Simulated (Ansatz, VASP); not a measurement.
# Two plane-wave programs on InSe

```
In Se
1.0
     4.04598    0.00000    0.00000
    -2.02299    3.50392    0.00000
     0.00000    0.00000   17.30504
In Se
4 4
Direct
  0.33333 0.66667 0.16916
  0.66667 0.33333 0.66916
  0.33333 0.66667 0.33084
  0.66667 0.33333 0.83084
  0.33333 0.66667 0.59650
  0.66667 0.33333 0.09650
  0.33333 0.66667 0.90350
  0.66667 0.33333 0.40350
```

Alike in both runs: functional r2SCAN; k mesh 6 × 6 × 2; occupations gaussian, width 0.1 eV; no spin polarisation.

Ansatz relaxed the structure, and its values are those at the end. VASP's run is a single point on that final structure, the one shown.

|  | VASP | Ansatz |
| --- | --- | --- |
| version | VASP 6.6.1 | Ansatz 0.2.0 |
| potentials or method | VASP PAW PBE potentials, release 64 (In_d, Se), cutoff 520 eV | scalar-relativistic, plane waves, PAW |
| valence electrons in the cell | 76 | 116 |

VASP gave:

| Item | Value |
| --- | --- |
| gap on the k mesh at the Fermi level (eV) | 0.88 |
| least direct gap on the mesh (eV) | 0.88 |
| pressure (GPa) | 0.0 |
| rms of the force components (eV/Å) | 0.003 |

Q: Estimate Ansatz's values.

A: gap on the k mesh at the Fermi level (eV): 0.89; least direct gap on the mesh (eV): 0.89; pressure (GPa): 0.0; rms of the force components (eV/Å): 0.004.

VASP's potentials were made for PBE, not for r2SCAN. VASP's potentials hold 76 valence electrons a cell and Ansatz's 116, so a difference there can come from the potentials and not from the codes.
